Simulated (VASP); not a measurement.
# Cu (Pm-3n) in VASP: further runs, part 2 of 2

VASP 6.6.1. Earlier steps stand in the parts before.

### 4 Relaxation of cell and atoms, LDA

This run uses another cell than the first one, of 11.81 Å³/atom, 1.057 times its volume.

Contents of INCAR:

```
PREC = Accurate
ENCUT = 600
EDIFF = 1E-7
ISMEAR = -1
SIGMA = 0.1
LREAL = False
LASPH = True
NELM = 60
ALGO = Normal
ISIF = 3
LWAVE = False
LCHARG = False
GGA = CA
IBRION = 2
NSW = 80
EDIFFG = -0.01
```

Contents of KPOINTS:

```
regular mesh
0
Gamma
  6 6 6
```

Contents of POSCAR:

```
Cu
1.0
    4.5545641985      0.0000000000      0.0000000000
    0.0000000000      4.5545641985      0.0000000000
    0.0000000000      0.0000000000      4.5545641985
Cu
8
Direct
    0.0000000000      0.0000000000      0.0000000000
    0.5000000000      0.5000000000      0.5000000000
    0.2500000000      0.0000000000      0.5000000000
    0.7500000000      0.0000000000      0.5000000000
    0.5000000000      0.2500000000      0.0000000000
    0.5000000000      0.7500000000      0.0000000000
    0.0000000000      0.5000000000      0.2500000000
    0.0000000000      0.5000000000      0.7500000000
```

Potentials or basis: VASP PAW LDA potentials, release 64 (Cu).

Launch:

```bash
cat potpaw_LDA.64/Cu/POTCAR > POTCAR
mpirun -np 1 vasp_std > vasp.out
```

OUTCAR:

```text
PREC = Accurate
   ENCUT = 600
   EDIFF = 1E-7
   ISMEAR = -1
   LREAL = False
   LASPH = True
   NELM = 60
   ISIF = 3
   GGA = CA
   IBRION = 2
   NSW = 80
   EDIFFG = -0.01

 ion  position               nearest neighbor table
   1  0.000  0.000  0.000-   3 2.55   4 2.55   5 2.55   6 2.55   7 2.55   8 2.55   3 2.55   4 2.55
                             7 2.55   8 2.55   5 2.55   6 2.55
   2  0.500  0.500  0.500-   3 2.55   4 2.55   5 2.55   6 2.55   7 2.55   8 2.55   5 2.55   6 2.55
                             3 2.55   4 2.55   7 2.55   8 2.55
   3  0.250  0.000  0.500-   4 2.28   4 2.28   1 2.55   1 2.55   2 2.55   2 2.55   8 2.79   5 2.79
                             5 2.79   6 2.79   6 2.79   7 2.79   8 2.79   7 2.79
   4  0.750  0.000  0.500-   3 2.28   3 2.28   1 2.55   1 2.55   2 2.55   2 2.55   8 2.79   5 2.79
                             5 2.79   6 2.79   6 2.79   7 2.79   8 2.79   7 2.79
   5  0.500  0.250  0.000-   6 2.28   6 2.28   1 2.55   2 2.55   2 2.55   1 2.55   8 2.79   4 2.79
                             3 2.79   4 2.79   3 2.79   7 2.79   7 2.79   8 2.79
   6  0.500  0.750  0.000-   5 2.28   5 2.28   1 2.55   2 2.55   2 2.55   1 2.55   8 2.79   4 2.79
[... 207 lines left out ...]
  in kB      -77.8548891    -77.8548891    -77.8548891      0.0000000      0.0000000      0.0000000
  external PRESSURE =     -77.8548891 kB  Pullay stress =       0.0000000 kB
[... 281 lines left out ...]
--------------------------------------- Ionic step        8  -------------------------------------------

 number of electron      88.0000180 magnetization

 Free energy of the ion-electron system (eV)
  ---------------------------------------------------
  ext. energy  EPLUGINS =         0.00000000
  ---------------------------------------------------
  free energy    TOTEN  =       -36.75573169 eV

  energy without entropy =      -36.66072150  energy(sigma->0) =      -36.70822660

 E-fermi :   8.0548     XC(G=0): -13.3867

 val. band max:        8.0515225469   @ k =   0.1667   0.0000   0.0000
 cond. band min:       8.0924540248   @ k =   0.5000   0.5000   0.3333
 fundamental gap:      0.0409314779
 Fermi energy:         8.0548077081

 k-point     1 :       0.0000    0.0000    0.0000
  band No.  band energies     occupation
      1      -1.7478      2.00000
      2       2.4468      2.00000
      3       2.4468      2.00000
      4       2.9809      2.00000
      5       3.4891      2.00000
      6       3.4891      2.00000
[... 1124 lines left out ...]
  FREE ENERGIE OF THE ION-ELECTRON SYSTEM (eV)
  ---------------------------------------------------
  free  energy   TOTEN  =       -36.7557316946 eV

  energy  without entropy=      -36.6607214990  energy(sigma->0) =      -36.70822660

 reached required accuracy - stopping structural energy minimisation
```

It took 7.4 min on 1 thread of Intel Xeon Platinum 8488C (Sapphire Rapids), shared host; peak memory 0.22 GiB.

What came out:

```
Free energy                            : -36.7557 eV
Relaxed volume                         : 11.23 Å³/atom
Relaxed cell                           : a = 4.479 Å, b = 4.479 Å, c = 4.479 Å, α = 90.00°, β = 90.00°, γ = 90.00°
Space group after relaxing (to 0.05 Å) : Pm-3n (No. 223)
Energy gained by relaxing              : 15.1 meV/atom
Ionic steps                            : 8
Pressure after relaxing                : -0.1 GPa
Band gap on the k mesh                 : zero (band 44 reaches 8.79 eV, above the bottom of band 45 at 6.99 eV)
```

Step by step:
| step | energy change (eV) | largest force (eV/Å) | pressure (GPa) | volume (Å³) |
| --- | --- | --- | --- | --- |
| 1 | 0.0000 | 0.0000 | -7.79 | 94.48 |
| 2 | -0.0652 | 0.0000 | 6.27 | 86.85 |
| 3 | -0.1206 | 0.0000 | 0.16 | 89.79 |
| 4 | -0.1205 | 0.0000 | -0.20 | 89.88 |
| 5 | -0.1205 | 0.0000 | -0.17 | 89.87 |
| 6 | -0.1205 | 0.0000 | -0.22 | 89.86 |
| 7 | -0.1205 | 0.0000 | -0.16 | 89.86 |
| 8 | -0.1205 | 0.0000 | -0.14 | 89.86 |

Final structure:
```yaml
crystal:
  lattice:
    - [4.47912, 0.00000, 0.00000]
    - [0.00000, 4.47912, 0.00000]
    - [0.00000, 0.00000, 4.47912]
  atoms:
    - { symbol: Cu, position: [0.00000, 0.00000, 0.00000] }
    - { symbol: Cu, position: [0.50000, 0.50000, 0.50000] }
    - { symbol: Cu, position: [0.25000, 0.00000, 0.50000] }
    - { symbol: Cu, position: [0.75000, 0.00000, 0.50000] }
    - { symbol: Cu, position: [0.50000, 0.25000, 0.00000] }
    - { symbol: Cu, position: [0.50000, 0.75000, 0.00000] }
    - { symbol: Cu, position: [0.00000, 0.50000, 0.25000] }
    - { symbol: Cu, position: [0.00000, 0.50000, 0.75000] }
```

Levels at points of the mesh, in eV from the Fermi level:
```
           k point  band 42  band 43  band 44  band 45  band 46  band 47
(0.00, 0.00, 0.00)    -0.15    -0.15    -0.15     1.16     1.16     1.35
(0.50, 0.00, 0.00)    -1.50     0.74     0.74     1.07     1.07     2.96
(0.50, 0.50, 0.00)    -1.62    -1.62    -1.43     1.11     2.75     2.75
(0.50, 0.50, 0.50)    -1.07    -1.07    -1.07    -1.07    -1.07    -0.84
```

### 5 The runs side by side

| task | cell | k mesh | cutoff (eV) | gap on the mesh (eV) | pressure (GPa) |
| --- | --- | --- | --- | --- | --- |
| single point | a = 4.471 Å, 8 atoms | 6 × 6 × 6 | 520 | none | 0.7 |
| single point | a = 4.471 Å, 8 atoms | 8 × 8 × 8 | 520 | none | 0.8 |
| relaxation of cell and atoms | relaxed from a = 4.555 Å, 8 atoms | 6 × 6 × 6 | 600 | none | -0.1 |

Alike in all rows: level LDA; potentials or basis VASP PAW LDA potentials, release 64 (Cu); no spin polarisation; smearing fermi-dirac 0.1 eV.

Absolute energies hang on the potentials; compare differences alone.
